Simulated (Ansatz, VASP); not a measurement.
**One calculation of HfC4, two programs**

```
Hf C
1.0
     4.32128    0.00000    0.00000
    -2.16064    3.74234    0.00000
     0.00000    0.00000   10.23244
Hf C
3 12
Cartesian
  0.0000 0.0000 0.0000
  0.0000 2.4949 4.0684
  2.1606 1.2474 6.1641
  1.4380 2.4964 8.1986
  -1.4380 2.4964 8.1986
  -0.7177 1.2488 8.1986
  0.7177 1.2488 8.1986
  -0.7203 3.7395 8.1986
  0.7203 3.7395 8.1986
  1.4429 2.4935 2.0338
  2.8783 2.4935 2.0338
  0.7226 1.2459 2.0338
  3.5986 1.2459 2.0338
  1.4403 0.0028 2.0338
  2.8809 0.0028 2.0338
```

Alike in both runs: functional PBE; k mesh 12 × 12 × 4; occupations gaussian, width 0.1 eV; no spin polarisation.

Ansatz relaxed the structure, and its values are those at the end. VASP's run is a single point on that final structure, the one shown.

|  | VASP | Ansatz |
| --- | --- | --- |
| version | VASP 6.6.1 | Ansatz 0.2.0 |
| potentials or method | VASP PAW PBE potentials, release 64 (Hf_pv, C), cutoff 520 eV | scalar-relativistic, plane waves, PAW |
| valence electrons in the cell | 78 | 126 |

```csv
,VASP,Ansatz,Ansatz less VASP
gap on the k mesh at the Fermi level (eV),none,none,-
pressure (GPa),-0.3,0.0,+0.28
rms of the force components (eV/Å),0.024,0.001,-0.0228
```

A gap of «none» marks a metal or a gap that the smearing closes. VASP's potentials hold 78 valence electrons a cell and Ansatz's 126, so a difference there can come from the potentials and not from the codes.

Neither program's run includes spin-orbit coupling.
